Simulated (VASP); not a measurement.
A run of VASP 6.6.1 is set up as follows.

File INCAR:

```
SYSTEM = LiH
ALGO = Normal ; EDIFF = 1E-7
ENCUT = 520 ; GGA = PE
ISIF = 2 ; ISMEAR = 0
LASPH = .True. ; LCHARG = .False.
LREAL = .False. ; LWAVE = .False.
NBANDS = 9 ; NELM = 80
PREC = Accurate ; SIGMA = 0.02
```

File KPOINTS:

```
k-points
0
Gamma
  18 18 18
  0 0 0
```

POSCAR

```
LiH
1.0
    0.0000000000      2.0766964161      2.0766964161
    2.0766964161      0.0000000000      2.0766964161
    2.0766964161      2.0766964161      0.0000000000
Li H
1 1
Direct
    0.0000000000      0.0000000000      0.0000000000
    0.5000000000      0.5000000000      0.5000000000
```

Potentials or basis: VASP PAW PBE potentials, release 64 (Li_sv, H).

The run is started by

```sh
$ cat potpaw_PBE.64/Li_sv/POTCAR potpaw_PBE.64/H/POTCAR > POTCAR
$ mpirun -np 1 vasp_std > vasp.out
```

**Question.** Predict the band gap on the k mesh.

**Answer.** 3.05 eV, direct.

 PBE gaps usually lie below the measured ones, often by a third to a half.
